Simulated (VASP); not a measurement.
Crystal: Nb.

```
Nb
1.0
     2.73000    0.00000    0.00000
     0.00000    2.73000    0.00000
     0.00000    0.00000    2.73000
Nb
1
Direct
  0.00000 0.00000 0.00000
```

| Quantity | Value |
| --- | --- |
| Program | VASP 6.6.1 |
| Task | relaxation of cell and atoms |
| Functional | LDA |
| Potentials or basis | VASP PAW LDA potentials, release 64 (Nb_sv) |
| Cutoff | 500 eV |
| k mesh | 9 × 9 × 9 |
| Occupations | fermi-dirac, width 0.1 eV |
| Spin | no spin polarisation |

At the start: pressure -10.4 GPa; volume 20.35 Å³/atom.

**Question.** Where does the relaxation end?

**Answer.** Over 4 steps the energy falls by 57.0 meV/atom and the volume is 18.72 Å³/atom (-8.0 %); space group Pm-3m (No. 221, to 0.05 Å).

The path:
```csv
step,energy change (eV),largest force (eV/Å),pressure (GPa),volume (Å³)
1,0.0000,0.0000,-10.44,20.35
2,0.0662,0.0000,21.46,16.69
3,-0.0570,0.0000,-0.36,18.76
4,-0.0570,0.0000,-0.03,18.72
```

Final structure:
```yaml
crystal:
  lattice:
    - [2.65524, 0.00000, 0.00000]
    - [0.00000, 2.65524, 0.00000]
    - [0.00000, 0.00000, 2.65524]
  atoms:
    - { symbol: Nb, position: [0.00000, 0.00000, 0.00000] }
```
